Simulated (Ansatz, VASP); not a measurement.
# Two plane-wave programs on WC

```
CELL_PARAMETERS angstrom
2.92177 0.00000 0.00000
-1.46089 2.53033 0.00000
0.00000 0.00000 2.84708
ATOMIC_POSITIONS crystal
W 0.00000 0.00000 0.00000
C 0.66667 0.33333 0.50000
```

Alike in both runs: functional PBE; k mesh 18 × 18 × 14; occupations gaussian, width 0.1 eV; no spin polarisation.

Ansatz relaxed the structure, and its values are those at the end. VASP's run is a single point on that final structure, the one shown.

|  | VASP | Ansatz |
| --- | --- | --- |
| version | VASP 6.6.1 | Ansatz 0.2.0 |
| potentials or method | VASP PAW PBE potentials, release 64 (W_sv, C), cutoff 520 eV | scalar-relativistic, plane waves, PAW |
| valence electrons in the cell | 18 | 18 |

|  | VASP | Ansatz | Ansatz less VASP |
| --- | --- | --- | --- |
| gap on the k mesh at the Fermi level (eV) | none | none | - |
| pressure (GPa) | 1.1 | 0.0 | -1.05 |

A gap of «none» marks a metal or a gap that the smearing closes.

Neither program's run includes spin-orbit coupling.
